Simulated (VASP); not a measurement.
Write the native input for VASP 6.6.1 that does the following.

```
Task                   : single point
Functional             : PBE
Potentials or basis    : VASP PAW PBE potentials, release 64 (Sn_d, O)
Cutoff                 : 520 eV
k mesh                 : 10 × 10 × 10
Occupations            : fermi-dirac, width 0.05 eV
Spin                   : no spin polarisation
Dipole correction      : no
Further INCAR settings : ALGO = Normal; EDIFF = 1e-06; NBANDS = 20
```

The structure of SnO2 lies in POSCAR:

```
SnO2
1.0
    1.6170930752      0.9336291223      4.8005925840
   -1.6170930752      0.9336291223      4.8005925840
    0.0000000000     -1.8672582446      4.8005925840
Sn O
1 2
Direct
    0.5169490000      0.4971150000      0.4993180000
    0.7802240000      0.7687570000      0.7455410000
    0.2289700000      0.2543820000      0.2329610000
```

This cell differs from its parent crystal: atoms moved at random.

The input as run:

INCAR

```
PREC = Accurate
ENCUT = 520
EDIFF = 1E-6
ISMEAR = -1
SIGMA = 0.05
LREAL = F
LASPH = T
NELM = 60
ALGO = Normal
ISIF = 2
LWAVE = F
LCHARG = F
GGA = PE
NBANDS = 20
```

KPOINTS

```
Automatic mesh
0
Gamma
  10 10 10
```

Potentials or basis: VASP PAW PBE potentials, release 64 (Sn_d, O).

Command:

```sh
$ cat potpaw_PBE.64/Sn_d/POTCAR potpaw_PBE.64/O/POTCAR > POTCAR
$ mpirun -np 1 vasp_std > vasp.out
```

It gave:

```json
{
 "Pressure": "0.6 GPa",
 "Largest force": "1.036 eV/Å",
 "Band gap on the k mesh": "1.89 eV, indirect (least direct gap 2.03 eV)"
}
```

Caveat: the cell differs from its parent crystal (atoms moved at random); spin-orbit coupling is left out, which moves the levels of the heavy elements; forces of over 1 eV/Å act on the atoms, so gaps and moduli don't describe the material at rest.

Wall time 17 min on 1 thread of AMD EPYC 7R43 64-Core Processor (Zen 3) (shared host), peak memory 0.5 GiB.
